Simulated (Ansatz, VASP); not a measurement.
## In2Te2O: VASP beside Ansatz

```
In Te O
1.0
     4.70492    0.00000    0.00000
    -2.35246    4.07458    0.00000
     0.00000    0.00000    8.02042
In Te O
2 2 1
Direct
  0.66667 0.33333 0.38048
  0.33333 0.66667 0.61952
  0.66667 0.33333 0.74609
  0.33333 0.66667 0.25391
  0.00000 0.00000 0.00000
```

Change from the starting cell: species swapped into the YbMn2Sb2 type (P-3m1, No. 164).

Alike in both runs: task single point; functional PBE; k mesh 6 × 6 × 2; occupations gaussian, width 0.1 eV; no spin polarisation.

```csv
,VASP,Ansatz
version,VASP 6.6.1,Ansatz 0.2.0
potentials or method,"VASP PAW PBE potentials, release 64 (In_d, Te, O), cutoff 520 eV","scalar-relativistic, plane waves, PAW"
valence electrons in the cell,44,64
```

```tsv
	VASP	Ansatz	Ansatz less VASP
gap on the k mesh at the Fermi level (eV)	none	none	-
pressure (GPa)	0.6	0.6	0.00
traceless stress, the component that is largest in VASP (GPa)	-0.67	-0.69	-0.026
rms of the force components (eV/Å)	0.586	0.581	-0.0051
```

Atom by atom the forces differ by 0.005 eV/Å (rms over components). A gap of «none» marks a metal or a gap that the smearing closes. With one functional, cell and mesh, what is left measures potentials, basis and numerics. VASP's potentials hold 44 valence electrons a cell and Ansatz's 64, so a difference there can come from the potentials and not from the codes.

The k mesh is coarse, so the values compare programs but aren't converged. Spin-orbit coupling is off throughout.
